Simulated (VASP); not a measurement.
# ZnO (wurtzite type) (P6_3mc) in VASP: notebook

The runs below take ZnO (wurtzite type) through single point, relaxation of cell and atoms, with PBE.

Everything below comes from runs of VASP 6.6.1. Logs are shortened: lines on timing, memory, paths and dates and some standing lists are left out, and cuts for length are marked.

## Step 1: The cell of the first run

The structure is hexagonal, space group P6_3mc (No. 186). Conventional cell: a = 3.184 Å, b = 3.184 Å, c = 5.138 Å, α = 90.00°, β = 90.00°, γ = 120.00°. Zn (site symmetry 3m) has 4 O at 1.94 to 1.95 Å within 2.6 Å. Within 2.6 Å of O (site symmetry 3m) lie 4 Zn at 1.94 to 1.95 Å.

## Step 2: Single point, PBE

INCAR

```
ALGO = Normal ; EDIFF = 1E-6
ENCUT = 520 ; GGA = PE
ISIF = 2 ; ISMEAR = -1
LASPH = T ; LCHARG = T
LELF = T ; LREAL = F
LVHAR = T ; LWAVE = F
NBANDS = 26 ; NELM = 100
PREC = Accurate ; SIGMA = 0.08
```

KPOINTS

```
k-points
0
Gamma
  12 12 7
```

POSCAR

```
ZnO
1.0
    3.1837742667      0.0000000000      0.0000000000
   -1.5918871333      2.7572293949      0.0000000000
    0.0000000000      0.0000000000      5.1375232886
Zn O
2 2
Direct
    0.3333333333      0.6666666667     -0.0015139203
    0.6666666667      0.3333333333      0.4984860797
    0.3333333333      0.6666666667      0.3775139203
    0.6666666667      0.3333333333      0.8775139203
```

Potentials or basis: VASP PAW PBE potentials, release 64 (Zn, O).

Command:

```bash
cat potpaw_PBE.64/Zn/POTCAR potpaw_PBE.64/O/POTCAR > POTCAR
mpirun -np 1 vasp_std > vasp.out
```

OUTCAR:

```text
EDIFF = 1E-6
   ENCUT = 520
   GGA = PE
   ISIF = 2
   ISMEAR = -1
   LASPH = T
   LREAL = F
   NELM = 100
   PREC = Accurate

 ion  position               nearest neighbor table
   1  0.333  0.667  0.998-   4 1.94   4 1.94   4 1.94   3 1.95
   2  0.667  0.333  0.498-   3 1.94   3 1.94   3 1.94   4 1.95
   3  0.333  0.667  0.378-   2 1.94   2 1.94   2 1.94   1 1.95
   4  0.667  0.333  0.878-   1 1.94   1 1.94   1 1.94   2 1.95

  LATTYP: Found a hexagonal cell.
 ALAT       =     3.1837742667
 C/A-ratio  =     1.6136581485

  Lattice vectors:

 A1 = (   3.1837742667,   0.0000000000,   0.0000000000)
 A2 = (  -1.5918871333,   2.7572293949,   0.0000000000)
 A3 = (   0.0000000000,   0.0000000000,   5.1375232886)

Analysis of symmetry for initial positions (statically):
=====================================================================
 Subroutine PRICEL returns:
 Original cell was already a primitive cell.

 Routine SETGRP: Setting up the symmetry group for a
 hexagonal supercell.

 Subroutine GETGRP returns: Found 12 space group operations
 (whereof  6 operations were pure point group operations)
 out of a pool of 24 trial point group operations.

The static configuration has the point symmetry C_3v.
 The point group associated with its full space group is C_6v.

Analysis of symmetry for dynamics (positions and initial velocities):
=====================================================================
 Subroutine PRICEL returns:
 Original cell was already a primitive cell.

 Routine SETGRP: Setting up the symmetry group for a
 hexagonal supercell.

 Subroutine GETGRP returns: Found 12 space group operations
 (whereof  6 operations were pure point group operations)
 out of a pool of 24 trial point group operations.

The dynamic configuration has the point symmetry C_3v.
 The point group associated with its full space group is C_6v.

 Subroutine INISYM returns: Found 12 space group operations
 (whereof  6 operations are pure point group operations),
 and found     1 'primitive' translations

----------------------------------------------------------------------------------------

                                     Primitive cell

  volume of cell :      45.0992

  direct lattice vectors                    reciprocal lattice vectors
     3.183774267  0.000000000  0.000000000     0.314092620  0.181341459  0.000000000
    -1.591887133  2.757229395  0.000000000     0.000000000  0.362682917  0.000000000
     0.000000000  0.000000000  5.137523289     0.000000000  0.000000000  0.194646320

  length of vectors
     3.183774267  3.183774267  5.137523289     0.362682917  0.362682917  0.194646320

  position of ions in fractional coordinates (direct lattice)
     0.333333333  0.666666667  0.998486080
     0.666666667  0.333333333  0.498486080
     0.333333333  0.666666667  0.377513920
     0.666666667  0.333333333  0.877513920

  ion indices of the primitive-cell ions
   primitive index   ion index
                 1           1
                 2           2
                 3           3
                 4           4

----------------------------------------------------------------------------------------

 KPOINTS: k-points

Automatic generation of k-mesh.
 Grid dimensions read from file:
 generate k-points for:   12   12    7

 Generating k-lattice:

  Cartesian coordinates                     Fractional coordinates (reciprocal lattice)
     0.026174385  0.015111788  0.000000000     0.083333333  0.000000000  0.000000000
     0.000000000  0.030223576  0.000000000     0.000000000  0.083333333  0.000000000
     0.000000000  0.000000000  0.027806617     0.000000000  0.000000000  0.142857143

  Length of vectors
     0.030223576  0.030223576  0.027806617

  Shift w.r.t. Gamma in fractional coordinates (k-lattice)
     0.000000000  0.000000000  0.000000000

 Subroutine IBZKPT returns following result:
 ===========================================

 Found     76 irreducible k-points:

 Following reciprocal coordinates:
            Coordinates               Weight
  0.000000  0.000000  0.000000      1.000000
  0.083333  0.000000  0.000000      6.000000
  0.166667 -0.000000  0.000000      6.000000
  0.250000  0.000000  0.000000      6.000000
  0.333333  0.000000  0.000000      6.000000
  0.416667  0.000000  0.000000      6.000000
[... 16 lines left out ...]
  0.250000  0.000000  0.142857     12.000000
  0.333333  0.000000  0.142857     12.000000
 [... further k-points ...]
   k-points           NKPTS =     76   k-points in BZ     NKDIM =     76   number of bands    NBANDS=     26
   number of dos      NEDOS =    301   number of ions     NIONS =      4
   total plane-waves  NPLWV =  23040
   dimension x,y,z NGX =    24 NGY =   24 NGZ =   40
   dimension x,y,z NGXF=    48 NGYF=   48 NGZF=   80
   ions per type =               2   2
   NGX,Y,Z   is equivalent  to a cutoff of  12.53, 12.53, 12.94 a.u.
   NGXF,Y,Z  is equivalent  to a cutoff of  25.06, 25.06, 25.89 a.u.
 SYSTEM =  unknown system
   PREC   = accura    normal or accurate (medium, high low for compatibility)
   ISTART =      0    job   : 0-new  1-cont  2-samecut
   ICHARG =      2    charge: 1-file 2-atom 10-const
   ISPIN  =      1    spin polarized calculation?
   LNONCOLLINEAR =      F non collinear calculations
   LSORBIT =      F    spin-orbit coupling
   LASPH  =      T    aspherical Exc in radial PAW
   ENCUT  =  520.0 eV  38.22 Ry    6.18 a.u.   5.92  5.92  9.55*2*pi/ulx,y,z
   NELM   =    100;   NELMIN=  2; NELMDL= -5     # of ELM steps
   EDIFF  = 0.1E-05   stopping-criterion for ELM
   LREAL  =      F    real-space projection
   EDIFFG = 0.1E-04   stopping-criterion for IOM
   NSW    =      0    number of steps for IOM
   IBRION =     -1    ionic relax: 0-MD 1-quasi-New 2-CG
   NFREE  =      0    steps in history (QN), initial steepest desc. (CG)
   ISIF   =      2    stress and relaxation
   ISYM   =      2    0-nonsym 1-usesym 2-fastsym
   POTIM  = 0.5000    time-step for ionic-motion
   TEBEG  =    0.0;   TEEND  =   0.0 temperature during run
   PSTRESS=    0.0 pullay stress
   NELECT =      36.0000    total number of electrons
   NUPDOWN=      -1.0000    fix difference up-down
   EMIN   =  10.00;   EMAX   =-10.00  energy-range for DOS
   EFERMI =   0.00;   METHOD = LEGACY
   ISMEAR =    -1;   SIGMA  =   0.08  broadening in eV -4-tet -1-fermi 0-gaus
   EFERMI_NEDOS =   21; number of points for ismear=-14 and -15
   IALGO  =     38    algorithm
   IMIX   =      4    mixing-type and parameters
     AMIX     =   0.40;   BMIX     =  1.00
     AMIX_MAG =   1.60;   BMIX_MAG =  1.00
  volume/ion in A,a.u.               =      11.27        76.09
  Fermi-wavevector in a.u.,A,eV,Ry     =   1.518632  2.869799 31.378361  2.306245
  Thomas-Fermi vector in A             =   2.627727
   LORBIT       =      0    0 simple, 1 ext, 2 COOP (PROOUT), +10 PAW based schemes
   GGA     = PE    functional components
   LHFCALC =     F    Hartree Fock is set to
   AEXX    =    0.0000 exact exchange contribution
   IVDW    =     0    specifies the selected vdW correction
   LEPSILON=     F    determine dielectric tensor
   LRPA    =     F    only Hartree local field effects (RPA)
 non-spin polarized calculation
  energy-cutoff  :      520.00
  volume of cell :       45.10
 maximum number of plane-waves:      1236
 NGX is ok and might be reduce to    24
   NGX = 11   NGY = 11   NGZ = 19

 number of electron      35.9999984 magnetization

 Free energy of the ion-electron system (eV)
  ---------------------------------------------------
  ext. energy  EPLUGINS =         0.00000000
  ---------------------------------------------------
  free energy    TOTEN  =       -17.65835794 eV

  energy without entropy =      -17.65831164  energy(sigma->0) =      -17.65833479

 E-fermi :   2.2638     XC(G=0): -11.2033

 val. band max:        1.7171062142   @ k =   0.0000   0.0000   0.0000
 cond. band min:       2.5748556999   @ k =   0.0000   0.0000   0.0000
 fundamental gap:      0.8577494857
 Fermi energy:         2.2637936532

 k-point     1 :       0.0000    0.0000    0.0000
  band No.  band energies     occupation
      1     -16.8354      2.00000
      2     -16.0295      2.00000
      3      -4.3717      2.00000
      4      -4.2663      2.00000
      5      -4.2663      2.00000
      6      -4.2162      2.00000
[... 18 lines left out ...]
     25      16.2526      0.00000
     26      16.2527      0.00000

 k-point     2 :       0.0833    0.0000    0.0000
  band No.  band energies     occupation
      1     -16.7924      2.00000
      2     -16.0102      2.00000
      3      -4.3395      2.00000
      4      -4.2904      2.00000
      5      -4.2419      2.00000
      6      -4.1881      2.00000
[... 18 lines left out ...]
     25      16.1635      0.00000
     26      16.3569      0.00000

 k-point     3 :       0.1667   -0.0000    0.0000
  band No.  band energies     occupation
      1     -16.6717      2.00000
      2     -15.9588      2.00000
      3      -4.4558      2.00000
      4      -4.1775      2.00000
      5      -4.1677      2.00000
      6      -4.1333      2.00000
[... 18 lines left out ...]
     25      16.1009      0.00000
     26      16.4572      0.00000

 k-point     4 :       0.2500    0.0000    0.0000
  band No.  band energies     occupation
      1     -16.4963      2.00000
      2     -15.8937      2.00000
      3      -4.5859      2.00000
      4      -4.2003      2.00000
      5      -4.0982      2.00000
      6      -3.9946      2.00000
[... 18 lines left out ...]
     25      15.4165      0.00000
     26      16.2903      0.00000
[... 496 lines left out ...]
      1     -16.6377      2.00000
      2     -15.9953      2.00000
      3      -4.4857      2.00000
      4      -4.3101      2.00000
      5      -4.1697      2.00000
      6      -4.1260      2.00000
[... 18 lines left out ...]
     25      15.3927      0.00000
     26      16.2781      0.00000

 k-point    23 :       0.2500    0.0000    0.1429
  band No.  band energies     occupation
      1     -16.4669      2.00000
      2     -15.9236      2.00000
      3      -4.6131      2.00000
      4      -4.3084      2.00000
      5      -4.0869      2.00000
      6      -4.0092      2.00000
[... 18 lines left out ...]
     25      15.4140      0.00000
     26      16.1859      0.00000

 k-point    24 :       0.3333    0.0000    0.1429
  band No.  band energies     occupation
      1     -16.2791      2.00000
      2     -15.8619      2.00000
      3      -4.6830      2.00000
      4      -4.3556      2.00000
      5      -4.0172      2.00000
      6      -3.8687      2.00000
[... 18 lines left out ...]
     25      15.4493      0.00000
     26      16.1527      0.00000

 [... further k-points ...]
[... 5 lines left out ...]
  --------------------------------------------------------------------------------------
  -------------------------------------------------------------------------------------
  Total        4.3362898      4.3362898      4.3258136      0.0000000      0.0000000      0.0000000
  in kB      154.0493634    154.0493634    153.6771889      0.0000000      0.0000000      0.0000000
  external PRESSURE =     153.9253053 kB  Pullay stress =       0.0000000 kB

 VOLUME and BASIS-vectors are now :
 -----------------------------------------------------------------------------
  energy-cutoff  :      520.00
  volume of cell :       45.10
      direct lattice vectors                 reciprocal lattice vectors
     3.183774267  0.000000000  0.000000000     0.314092620  0.181341459  0.000000000
    -1.591887133  2.757229395  0.000000000     0.000000000  0.362682917  0.000000000
     0.000000000  0.000000000  5.137523289     0.000000000  0.000000000  0.194646320

 POSITION                                       TOTAL-FORCE (eV/Angst)
 -----------------------------------------------------------------------------------
     -0.00000      1.83815      5.12975        -0.000000      0.000000      0.001142
      1.59189      0.91908      2.56098         0.000000      0.000000      0.001142
     -0.00000      1.83815      1.93949        -0.000000      0.000000     -0.001142
      1.59189      0.91908      4.50825         0.000000     -0.000000     -0.001142
 -----------------------------------------------------------------------------------
    total drift:                                0.000001      0.000002      0.000362

  FREE ENERGIE OF THE ION-ELECTRON SYSTEM (eV)
  ---------------------------------------------------
  free  energy   TOTEN  =       -17.6583579421 eV

  energy  without entropy=      -17.6583116433  energy(sigma->0) =      -17.65833479
```

Run time: 1.9 min. Hardware: 1 thread of Intel Xeon 8259CL, shared host; peak memory 0.21 GiB.

Results:

```
Free energy            : -17.6584 eV
Pressure               : 15.4 GPa
Band gap on the k mesh : 0.86 eV
```

Caveat: the cell stands under pressure.

## Step 3: Relaxation of cell and atoms, PBE, target pressure 14 GPa, at which the enthalpy is minimised

INCAR

```
SYSTEM = ZnO
PREC = Accurate
ENCUT = 600
EDIFF = 1E-6
ISMEAR = -1
SIGMA = 0.08
LREAL = .FALSE.
LASPH = .TRUE.
NELM = 100
ALGO = Normal
ISIF = 3
LWAVE = .FALSE.
LCHARG = .FALSE.
GGA = PE
IBRION = 2
NSW = 60
EDIFFG = -0.005
PSTRESS = 140.0
```

KPOINTS

```
regular mesh
0
G
  12 12 7
  0 0 0
```

POSCAR

```
ZnO
1.0
    3.1719316873      0.0000000000      0.0000000000
   -1.5859658436      2.7469734203      0.0000000000
    0.0000000000      0.0000000000      5.1702486503
Zn O
2 2
Direct
    0.3333333333      0.6666666667      0.0000000000
    0.6666666667      0.3333333333      0.5000000000
    0.3333333333      0.6666666667      0.3760000000
    0.6666666667      0.3333333333      0.8760000000
```

Potentials or basis: VASP PAW PBE potentials, release 64 (Zn, O).

Command:

```bash
cat potpaw_PBE.64/Zn/POTCAR potpaw_PBE.64/O/POTCAR > POTCAR
mpirun -np 1 vasp_std > vasp.out
```

Wall time 15 min (1 thread of Intel Xeon 8259CL, shared host); peak memory 0.24 GiB.

It converged, with:

```yaml
Free_energy: -17.6878 eV
Relaxed_volume: 11.34 Å³/atom
Relaxed_cell: a = 3.190 Å, b = 3.190 Å, c = 5.148 Å, α = 90.00°, β = 90.00°, γ = 120.00°
Space_group_after_relaxing_to_0.1_Å: P6_3mc (No. 186)
Energy_change_on_relaxing_the_run_minimises_the_enthalpy: -7.6 meV/atom
Ionic_steps: 12
Pressure_after_relaxing: 14.0 GPa
Largest_force_after_relaxing: 0.004 eV/Å
Band_gap_on_the_k_mesh: 0.85 eV
```

Forces on the atoms (eV/Å):
```
Zn   0.000  0.000  0.004
Zn   0.000  0.000  0.004
O    0.000  0.000 -0.004
O    0.000  0.000 -0.004
```

The path:
| step | energy change (eV) | largest force (eV/Å) | pressure (GPa) | volume (Å³) |
| --- | --- | --- | --- | --- |
| 1 | 0.0000 | 0.0022 | 15.39 | 45.05 |
| 2 | -0.0562 | 0.0362 | 12.70 | 45.69 |
| 3 | -0.0294 | 0.0197 | 13.90 | 45.37 |
| 4 | -0.0286 | 0.0196 | 14.10 | 45.36 |
| 5 | -0.0290 | 0.0201 | 13.93 | 45.36 |
| 6 | -0.0301 | 0.0189 | 13.78 | 45.37 |
| 7 | -0.0316 | 0.0185 | 13.92 | 45.39 |
| 8 | -0.0312 | 0.0179 | 14.03 | 45.38 |
| 9 | -0.0336 | 0.0343 | 13.80 | 45.41 |
| 10 | -0.0321 | 0.0010 | 13.87 | 45.39 |
| 11 | -0.0244 | 0.0196 | 14.25 | 45.31 |
| 12 | -0.0304 | 0.0035 | 14.04 | 45.37 |

Final structure:
```
Zn O
1.0
     3.19011    0.00000    0.00000
    -1.59505    2.76271    0.00000
     0.00000    0.00000    5.14827
Zn O
2 2
Direct
  0.33333 0.66667 0.99847
  0.66667 0.33333 0.49847
  0.33333 0.66667 0.37753
  0.66667 0.33333 0.87753
```

Levels at points of the mesh, in eV from the valence-band top:
```
           k point  band 16  band 17  band 18  band 19  band 20  band 21
(0.00, 0.00, 0.00)    -0.11     0.00     0.00     0.85     5.40     8.35
(0.50, 0.00, 0.00)    -2.42    -1.37    -0.90     5.98     6.92     7.62
```

Caveat: the cell is relaxed towards a set pressure, so the run minimises the enthalpy, not the energy.
